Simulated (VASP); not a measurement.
A run of VASP 6.6.1 is set up as follows.

File INCAR:

```
SYSTEM = Ge
PREC = Accurate
ENCUT = 520
EDIFF = 1E-8
ISMEAR = -1
SIGMA = 0.05
LREAL = .FALSE.
LASPH = .TRUE.
NELM = 80
ALGO = Normal
ISIF = 2
LWAVE = .FALSE.
LCHARG = .FALSE.
GGA = PS
LEFG = .TRUE.
NBANDS = 36
```

Contents of KPOINTS:

```
Automatic mesh
0
G
  11 11 6
  0 0 0
```

File POSCAR:

```
Ge
1.0
    3.9842158910      0.0000000000      0.0000000000
   -1.9921079455      3.4504321757      0.0000000000
    0.0000000000      0.0000000000      6.5773062870
Ge
4
Direct
    0.6666666667      0.3333333333      0.0629012500
    0.3333333333      0.6666666667      0.5629012500
    0.6666666667      0.3333333333      0.4370987500
    0.3333333333      0.6666666667      0.9370987500
```

Potentials or basis: VASP PAW PBE potentials, release 64 (Ge_d).

Launch:

```bash
$ cat potpaw_PBE.64/Ge_d/POTCAR > POTCAR
$ mpirun -np 1 vasp_std > vasp.out
```

Problem. Predict the pressure.

Solution. 0.6 GPa.

Problem. Estimate the band gap on the k mesh.

Solution. Zero (band 28 reaches 4.98 eV, above the bottom of band 29 at 4.91 eV).

Electric field gradients, principal values (V/Å²):
| atom | least | middle | greatest (by size) |
| --- | --- | --- | --- |
| 1 Ge | -3.950 | -3.955 | 7.904 |
| 2 Ge | -3.950 | -3.955 | 7.904 |
| 3 Ge | -3.950 | -3.955 | 7.904 |
| 4 Ge | -3.950 | -3.955 | 7.904 |

Caveat: without QUAD_EFG the Cq values of the log hold for a quadrupole moment of 1 mb, not for the nuclei; the PAW data sets were made with another functional, which shifts forces and pressure a little.
